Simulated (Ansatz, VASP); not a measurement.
**GaP: VASP beside Ansatz**

```
Ga P
1.0
     0.00000    2.72525    2.72525
     2.72525    0.00000    2.72525
     2.72525    2.72525    0.00000
Ga P
1 1
Direct
  0.00000 0.00000 0.00000
  0.75000 0.75000 0.75000
```

Alike in both runs: functional PBEsol; k mesh 6 × 6 × 6; occupations fermi-dirac, width 0.05 eV; no spin polarisation.

```csv
,VASP,Ansatz
version,VASP 6.6.1,Ansatz 0.2.0
potentials or method,"VASP PAW PBE potentials, release 64 (Ga_d, P), cutoff 520 eV","all-electron LAPW, scalar-relativistic"
task,single point,band structure
```

|  | VASP | Ansatz | Ansatz less VASP |
| --- | --- | --- | --- |
| gap on the k mesh at the Fermi level (eV) | 1.51 | 1.51 | -0.001 |
| least direct gap on the mesh (eV) | 1.75 | 1.74 | -0.004 |
| pressure (GPa) | -0.6 | -0.5 | +0.07 |

VASP's potentials were made for PBE, not for PBEsol. Ansatz ran all-electron here, and VASP with PAW potentials.
